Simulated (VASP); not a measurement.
Set up this calculation in VASP 6.6.1, as the native input.

| Property | Result |
| --- | --- |
| Task | single point |
| Functional | LDA |
| Potentials or basis | VASP PAW LDA potentials, release 64 (Co, O) |
| Cutoff | 520 eV |
| k mesh | 11 × 11 × 11 |
| Occupations | fermi-dirac, width 0.05 eV |
| Spin | collinear spin, ferromagnetic start |
| Starting moments | [2.0, 0.0] μB |
| Dipole correction | no |
| Further INCAR settings | ALGO = Normal; EDIFF = 1e-07; NBANDS = 18 |

The structure of CoO lies in POSCAR:

```
CoO
1.0
    1.5054695445      0.8691832468      2.4399269062
   -1.5054695445      0.8691832468      2.4399269062
    0.0000000000     -1.7383664936      2.4399269062
Co O
1 1
Direct
    0.0000000000      0.0000000000      0.0000000000
    0.5000000000      0.5000000000      0.5000000000
```

These files were run (other wordings do the same):

INCAR

```
PREC     = Accurate       # precision mode
ENCUT    = 520            # plane-wave cutoff, eV
EDIFF    = 1E-7           # SCF threshold, eV
ISMEAR   = -1             # smearing method
SIGMA    = 0.05           # smearing width, eV
LREAL    = False          # projectors in reciprocal space
LASPH    = True           # aspherical terms in the spheres
NELM     = 150            # most SCF steps
ALGO     = Normal         # electronic algorithm
ISIF     = 2              # what is computed and relaxed
LWAVE    = False          # write WAVECAR
LCHARG   = True           # write CHGCAR
ISPIN    = 2              # spin polarisation
MAGMOM   = 2 0            # initial moments
LORBIT   = 11             # projections on sites
LMAXMIX  = 4              # l up to which the mixer works
GGA      = CA             # functional
LELF     = True           # ELF
LVHAR    = True         
NBANDS   = 18             # bands
```

KPOINTS

```
regular mesh
0
Gamma
  11 11 11
```

Potentials or basis: VASP PAW LDA potentials, release 64 (Co, O).

Command:

```sh
$ cat potpaw_LDA.64/Co/POTCAR potpaw_LDA.64/O/POTCAR > POTCAR
$ mpirun -np 1 vasp_std > vasp.out
```

Results of the run:

```json
{
  "Pressure": "-19.4 GPa",
  "Net moment": "2.71 μB per cell",
  "Site moments": "Co +2.37; O +0.28 μB",
  "Valence electrons inside the program's atomic spheres": "Co 7.86; O 4.93"
}
```

Caveat: a cell with one magnetic atom can't hold antiferromagnetic order, which such compounds often take.

Wall time 38 s on 1 thread of Intel(R) Xeon(R) 6975P-C (Granite Rapids), with other jobs on the host, peak memory 0.19 GiB.
